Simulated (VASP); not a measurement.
# Ca (I4/mmm) in VASP: a series of runs

Ca is run at these levels: PBE; tasks: single point.

All numbers are computed with VASP 6.6.1; they aren't measurements. Logs are shortened: lines on timing, memory, paths and dates and some standing lists are left out, and cuts for length are marked.

**1. The cell of the first run**

The typed cell holds 1 atom: a = 3.991 Å, b = 3.991 Å, c = 3.991 Å, α = 120.00°, β = 120.00°, γ = 90.01°.

**2. Single point, PBE**

The input, INCAR:

```
ALGO     = Fast           # electronic algorithm
EDIFF    = 1E-6           # SCF threshold, eV
ENCUT    = 520            # plane-wave cutoff, eV
GGA      = PE             # functional
ISIF     = 2              # what is computed and relaxed
ISMEAR   = 0              # smearing method
LASPH    = T              # aspherical terms in the spheres
LCHARG   = F              # write CHGCAR
LREAL    = F              # projectors in reciprocal space
LWAVE    = F              # write WAVECAR
NBANDS   = 11             # bands
NELM     = 60             # most SCF steps
PREC     = Accurate       # precision mode
SIGMA    = 0.15           # smearing width, eV
```

The input, KPOINTS:

```
k-points
0
Gamma
  16 16 16
```

The input, POSCAR:

```
Ca
1.0
   -1.9957135922      1.9957135922      2.8219390194
    1.9957135922     -1.9957135922      2.8219390194
    1.9957135922      1.9957135922     -2.8219390194
Ca
1
Direct
    0.0000000000      0.0000000000      0.0000000000
```

Potentials or basis: VASP PAW PBE potentials, release 64 (Ca_sv).

Launch:

```bash
cat potpaw_PBE.64/Ca_sv/POTCAR > POTCAR
mpirun -np 1 vasp_std > vasp.out
```

OUTCAR:

```text
EDIFF = 1E-6
   ENCUT = 520
   GGA = PE
   ISIF = 2
   ISMEAR = 0
   LASPH = T
   LREAL = F
   NELM = 60
   PREC = Accurate

 ion  position               nearest neighbor table
   1  0.000  0.000  0.000-

  LATTYP: Found a body centered tetragonal cell.
 ALAT       =     3.9914271844
 C/A-ratio  =     1.4140000000

  Lattice vectors:

 A1 = (  -1.9957135922,   1.9957135922,   2.8219390194)
 A2 = (   1.9957135922,  -1.9957135922,   2.8219390194)
 A3 = (   1.9957135922,   1.9957135922,  -2.8219390194)

Analysis of symmetry for initial positions (statically):
=====================================================================
 Subroutine PRICEL returns:
 Original cell was already a primitive cell.

 Routine SETGRP: Setting up the symmetry group for a
 body centered tetragonal supercell.

 Subroutine GETGRP returns: Found 16 space group operations
 (whereof 16 operations were pure point group operations)
 out of a pool of 16 trial point group operations.

The static configuration has the point symmetry D_4h.

Analysis of symmetry for dynamics (positions and initial velocities):
=====================================================================
 Subroutine PRICEL returns:
 Original cell was already a primitive cell.

 Routine SETGRP: Setting up the symmetry group for a
 body centered tetragonal supercell.

 Subroutine GETGRP returns: Found 16 space group operations
 (whereof 16 operations were pure point group operations)
 out of a pool of 16 trial point group operations.

The dynamic configuration has the point symmetry D_4h.

 Subroutine INISYM returns: Found 16 space group operations
 (whereof 16 operations are pure point group operations),
 and found     1 'primitive' translations

----------------------------------------------------------------------------------------

                                     Primitive cell

  volume of cell :      44.9577

  direct lattice vectors                    reciprocal lattice vectors
    -1.995713592  1.995713592  2.821939019     0.000000000  0.250536952  0.177183134
     1.995713592 -1.995713592  2.821939019     0.250536952  0.000000000  0.177183134
     1.995713592  1.995713592 -2.821939019     0.250536952  0.250536952  0.000000000

  length of vectors
     3.991125820  3.991125820  3.991125820     0.306859296  0.306859296  0.354312755

  position of ions in fractional coordinates (direct lattice)
     0.000000000  0.000000000  0.000000000

  ion indices of the primitive-cell ions
   primitive index   ion index
                 1           1

[... 79 lines left out ...]
   POTIM  = 0.5000    time-step for ionic-motion
   TEBEG  =    0.0;   TEEND  =   0.0 temperature during run
   PSTRESS=    0.0 pullay stress
   NELECT =      10.0000    total number of electrons
   NUPDOWN=      -1.0000    fix difference up-down
   EMIN   =  10.00;   EMAX   =-10.00  energy-range for DOS
   EFERMI =   0.00;   METHOD = LEGACY
   ISMEAR =     0;   SIGMA  =   0.15  broadening in eV -4-tet -1-fermi 0-gaus
   EFERMI_NEDOS =   21; number of points for ismear=-14 and -15
   IALGO  =     68    algorithm
   IMIX   =      4    mixing-type and parameters
     AMIX     =   0.40;   BMIX     =  1.00
     AMIX_MAG =   1.60;   BMIX_MAG =  1.00
  volume/ion in A,a.u.               =      44.96       303.39
  Fermi-wavevector in a.u.,A,eV,Ry     =   0.991913  1.874443 13.386649  0.983891
  Thomas-Fermi vector in A             =   2.123688
   LORBIT       =      0    0 simple, 1 ext, 2 COOP (PROOUT), +10 PAW based schemes
   GGA     = PE    functional components
   LHFCALC =     F    Hartree Fock is set to
   AEXX    =    0.0000 exact exchange contribution
   IVDW    =     0    specifies the selected vdW correction
   LEPSILON=     F    determine dielectric tensor
   LRPA    =     F    only Hartree local field effects (RPA)
 non-spin polarized calculation
 RMM-DIIS sequential band-by-band and
 Gauss-broadening in eV      SIGMA  =   0.15
  energy-cutoff  :      520.00
  volume of cell :       44.96
 maximum number of plane-waves:      1243
 NGX is ok and might be reduce to    30
   NGX = 15   NGY = 15   NGZ = 15

 number of electron      10.0000000 magnetization

 Free energy of the ion-electron system (eV)
  ---------------------------------------------------
  ext. energy  EPLUGINS =         0.00000000
  ---------------------------------------------------
  free energy    TOTEN  =        -1.92870744 eV

  energy without entropy =       -1.91299125  energy(sigma->0) =       -1.92084934

 E-fermi :   1.7168     XC(G=0):  -7.5426

 val. band max:        1.7038849988   @ k =  -0.3125  -0.4375   0.0625
 cond. band min:       1.7235916833   @ k =  -0.1250   0.5000   0.1250
 fundamental gap:      0.0197066845
 Fermi energy:         1.7168479219

 k-point     1 :       0.0000    0.0000    0.0000
  band No.  band energies     occupation
      1     -40.4490      2.00000
      2     -21.3727      2.00000
      3     -21.3727      2.00000
      4     -21.3727      2.00000
      5      -2.1965      2.00000
      6       3.9663      0.00000
      7       3.9663      0.00000
      8       3.9670      0.00000
      9       4.9580      0.00000
     10       4.9588      0.00000
     11      10.5630      0.00000
[... 309 lines left out ...]
 k-point    24 :      -0.0625    0.0625    0.0000
  band No.  band energies     occupation
      1     -40.4485      2.00000
      2     -21.3767      2.00000
      3     -21.3742      2.00000
      4     -21.3742      2.00000
      5      -2.1118      2.00000
      6       3.8797      0.00000
      7       3.9986      0.00000
      8       3.9992      0.00000
      9       4.8765      0.00000
     10       4.9805      0.00000
     11      10.6660      0.00000

 [... further k-points ...]

------------------------ aborting loop because EDIFF is reached ----------------------------------------

  FORCE on cell =-STRESS in cart. coord.  units (eV):
  Direction    XX          YY          ZZ          XY          YZ          ZX
  --------------------------------------------------------------------------------------
  -------------------------------------------------------------------------------------
  Total       -0.2791965     -0.2791965     -0.2789054      0.0000000      0.0000000      0.0000000
  in kB       -9.9498502     -9.9498502     -9.9394756      0.0000000      0.0000000      0.0000000
  external PRESSURE =      -9.9463920 kB  Pullay stress =       0.0000000 kB

 VOLUME and BASIS-vectors are now :
 -----------------------------------------------------------------------------
  energy-cutoff  :      520.00
  volume of cell :       44.96
      direct lattice vectors                 reciprocal lattice vectors
    -1.995713592  1.995713592  2.821939019     0.000000000  0.250536952  0.177183134
     1.995713592 -1.995713592  2.821939019     0.250536952  0.000000000  0.177183134
     1.995713592  1.995713592 -2.821939019     0.250536952  0.250536952  0.000000000

 POSITION                                       TOTAL-FORCE (eV/Angst)
 -----------------------------------------------------------------------------------
      0.00000      0.00000      0.00000         0.000000      0.000000      0.000000
 -----------------------------------------------------------------------------------
    total drift:                               -0.000000     -0.000000      0.000000

  FREE ENERGIE OF THE ION-ELECTRON SYSTEM (eV)
  ---------------------------------------------------
  free  energy   TOTEN  =        -1.9287074405 eV

  energy  without entropy=       -1.9129912473  energy(sigma->0) =       -1.92084934
```

OSZICAR:

```text
N       E                     dE             d eps       ncg     rms          rms(c)
DAV:   1     0.654988574437E+02    0.65499E+02   -0.49468E+03  7678   0.812E+02
DAV:   2    -0.337677094672E+00   -0.65837E+02   -0.65239E+02  8458   0.206E+02
DAV:   3    -0.185940074621E+01   -0.15217E+01   -0.15032E+01 11555   0.304E+01
DAV:   4    -0.193327133826E+01   -0.73871E-01   -0.73474E-01 10100   0.518E+00
DAV:   5    -0.193490483977E+01   -0.16335E-02   -0.16331E-02 10827   0.640E-01    0.225E+00
RMM:   6    -0.192986672553E+01    0.50381E-02   -0.87278E-03  8248   0.105E+00    0.140E+00
RMM:   7    -0.192888696988E+01    0.97976E-03   -0.21038E-02  8869   0.184E+00    0.113E-01
RMM:   8    -0.192856912207E+01    0.31785E-03   -0.48284E-03  9062   0.833E-01    0.281E-02
RMM:   9    -0.192867017862E+01   -0.10106E-03   -0.12573E-03 11126   0.393E-01    0.259E-02
RMM:  10    -0.192869992008E+01   -0.29741E-04   -0.21745E-04 11771   0.143E-01    0.140E-02
RMM:  11    -0.192870669926E+01   -0.67792E-05   -0.67261E-05 11949   0.604E-02    0.150E-02
RMM:  12    -0.192870905714E+01   -0.23579E-05   -0.10682E-05 10994   0.348E-02    0.124E-02
RMM:  13    -0.192870716860E+01    0.18885E-05   -0.56102E-06  9665   0.166E-02    0.108E-03
RMM:  14    -0.192870744048E+01   -0.27188E-06   -0.14126E-06  7460   0.727E-03
   1 F= -.19287074E+01 E0= -.19208493E+01  d E =-.157162E-01
```

stdout:

```text
POSCAR found type information on POSCAR Ca
 POSCAR found :  1 types and       1 ions
 scaLAPACK will be used
 LDA part: xc-table for (Slater+PW92), standard interpolation
 POSCAR, INCAR and KPOINTS ok, starting setup
 FFT: planning ... GRIDC
 FFT: planning ... GRID_SOFT
 FFT: planning ... GRID
 WAVECAR not read
 entering main loop
WARNING in EDDRMM: call to ZHEGV failed, returncode =   6  3      7
WARNING in EDDRMM: call to ZHEGV failed, returncode =   8  4     11
WARNING in EDDRMM: call to ZHEGV failed, returncode =   8  4      5
WARNING in EDDRMM: call to ZHEGV failed, returncode =   6  3     10
```

Wall time 78 s (1 thread of Intel Xeon 6975P-C (Granite Rapids), shared host); peak memory 0.29 GiB.

Results:

* Free energy: -1.9287 eV
* Pressure: -1.0 GPa
* Band gap on the k mesh: zero (band 5 reaches 1.95 eV, above the bottom of band 6 at 1.51 eV)

**3. Single point, PBE**

The input, INCAR:

```
ALGO = Fast ; EDIFF = 1E-6
ENCUT = 520 ; GGA = PE
ISIF = 2 ; ISMEAR = 0
LASPH = T ; LCHARG = T
LELF = T ; LREAL = F
LVHAR = T ; LWAVE = F
NBANDS = 11 ; NELM = 60
PREC = Accurate ; SIGMA = 0.15
```

KPOINTS is that of step 2.

The input, POSCAR:

```
Ca
1.0
   -1.9568202410      1.9568202410      2.9352303615
    1.9568202410     -1.9568202410      2.9352303615
    1.9568202410      1.9568202410     -2.9352303615
Ca
1
Direct
    0.0000000000      0.0000000000      0.0000000000
```

Potentials or basis: VASP PAW PBE potentials, release 64 (Ca_sv).

Launch:

```bash
cat potpaw_PBE.64/Ca_sv/POTCAR > POTCAR
mpirun -np 1 vasp_std > vasp.out
```

Run time: 80 s. Hardware: 1 thread of Intel Xeon 6975P-C (Granite Rapids), shared host; peak memory 0.29 GiB.

It converged, with:

```yaml
Free_energy: -1.9260 eV
Pressure: -1.0 GPa
Band_gap_on_the_k_mesh: zero (band 5 reaches 1.95 eV, above the bottom of band 6 at 1.52 eV)
```

Stress tensor (GPa, compression positive):
```
-0.81  0.00  0.00
 0.00 -0.81  0.00
 0.00  0.00 -1.36
```

Levels at points of the mesh, in eV from the Fermi level:
| k point | band 3 | band 4 | band 5 | band 6 | band 7 | band 8 |
| --- | --- | --- | --- | --- | --- | --- |
| (0.00, 0.00, 0.00) | -23.09 | -23.09 | -3.91 | 2.08 | 2.34 | 2.34 |
| (0.50, 0.00, 0.00) | -23.11 | -23.10 | -0.96 | -0.20 | 1.99 | 2.30 |
| (0.50, 0.50, 0.00) | -23.14 | -23.13 | -0.34 | 0.58 | 1.04 | 3.83 |
| (0.50, 0.50, 0.50) | -23.12 | -23.12 | -0.53 | 0.51 | 0.68 | 3.89 |
